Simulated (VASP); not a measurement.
Runs of VASP 6.6.1 on KI. The structure is that of space group I4/mmm (No. 139), or close to it. The cells are those of the table. 

```csv
cell,gap on the mesh (eV),pressure (GPa)
"a = 5.000, b = 5.000, c = 4.586 Å, angles 62.7, 62.7, 54.6°, 2 atoms",(b),(a)
"a = 4.894, b = 4.894, c = 4.586 Å, angles 62.1, 62.1, 55.9°, 2 atoms",4.83,3.5
"a = 4.686, b = 4.686, c = 4.785 Å, angles 59.3, 59.3, 61.4°, 2 atoms",4.94,3.7
"a = 4.988, b = 4.988, c = 4.785 Å, angles 61.3, 61.3, 57.3°, 2 atoms",(c),1.2
"a = 4.789, b = 4.789, c = 4.586 Å, angles 61.4, 61.4, 57.2°, 2 atoms",4.95,4.1
"a = 4.789, b = 4.789, c = 4.984 Å, angles 58.6, 58.6, 62.7°, 2 atoms",4.76,2.0
```

Alike in all rows: task single point; level r2SCAN; potentials or basis VASP PAW PBE potentials, release 64 (K_sv, I); no spin polarisation; k mesh 6 × 6 × 6; cutoff (eV) 520; smearing gaussian 0.05 eV.

**Question.** Estimate the missing entries.

**Answer.** (a) 3.0; (b) 4.68; (c) 4.70.

Caveats: the PAW data sets were made with another functional, which shifts forces and pressure a little; spin-orbit coupling is left out, which moves the levels of the heavy elements.

A k mesh can miss the band edges, and the runs leave out spin-orbit coupling on I.
